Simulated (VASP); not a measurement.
The system is ZnO.

```xyz
2
Lattice="-0.0354 2.0983 2.0983 2.0983 -0.0354 2.0983 2.0983 2.0983 -0.0354" Properties=species:S:1:pos:R:3 pbc="T T T"
Zn    0.0000    0.0000    0.0000
O     2.0806    2.0806    2.0806
```

This cell differs from its parent crystal: strain along [111] -2.5%.

Base run:

```yaml
Program: VASP 6.6.1
Functional: PBE
Potentials_or_basis: VASP PAW PBE potentials, release 64 (Zn, O)
Cutoff: 520 eV
k_mesh: 10 × 10 × 10
Occupations: fermi-dirac, width 0.02 eV
Spin: no spin polarisation
```

Its results: band gap on the k mesh 1.02 eV, indirect (least direct gap 2.40 eV); pressure 14.6 GPa.

Q: The run is repeated on the same cell with these changes: functional from PBE to r2SCAN; occupations from fermi-dirac, width 0.02 eV to gaussian, width 0.01 eV. What comes out?

A: Band gap on the k mesh 1.66 eV, indirect (least direct gap 3.07 eV); pressure 6.6 GPa.

Caveats: the PAW data sets were made with another functional, which shifts forces and pressure a little (some runs).

A k mesh can miss the band edges.
